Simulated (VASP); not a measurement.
A run of VASP 6.6.1 is set up as follows.

Contents of INCAR:

```
SYSTEM = NaB
ALGO = Normal
EDIFF = 1E-6
ENCUT = 500
GGA = PS
GGA_COMPAT = .FALSE.
ISIF = 2
ISMEAR = 1
LASPH = .TRUE.
LCHARG = .TRUE.
LELF = .TRUE.
LREAL = .FALSE.
LVHAR = .TRUE.
LWAVE = .FALSE.
NBANDS = 12
NELM = 120
PREC = Accurate
SIGMA = 0.05
```

Contents of KPOINTS:

```
k-points
0
G
  8 8 8
  0 0 0
```

POSCAR

```
NaB
1.0
    3.0957305418      0.0000000000      0.0000000000
    0.0000000000      3.0957305418      0.0000000000
    0.0000000000      0.0000000000      3.0957305418
Na B
1 1
Direct
    0.0000000000      0.0000000000      0.0000000000
    0.5000000000      0.5000000000      0.5000000000
```

Potentials or basis: VASP PAW PBE potentials, release 64 (Na_pv, B).

Run with:

```sh
$ cat potpaw_PBE.64/Na_pv/POTCAR potpaw_PBE.64/B/POTCAR > POTCAR
$ mpirun -np 1 vasp_std > vasp.out
```

Problem. What does it give for the pressure?

Solution. 0.1 GPa.

Problem. Predict the band gap on the k mesh.

Solution. Zero (band 5 reaches 5.04 eV, above the bottom of band 6 at 0.83 eV).

Caveat: the PAW data sets were made with another functional, which shifts forces and pressure a little.
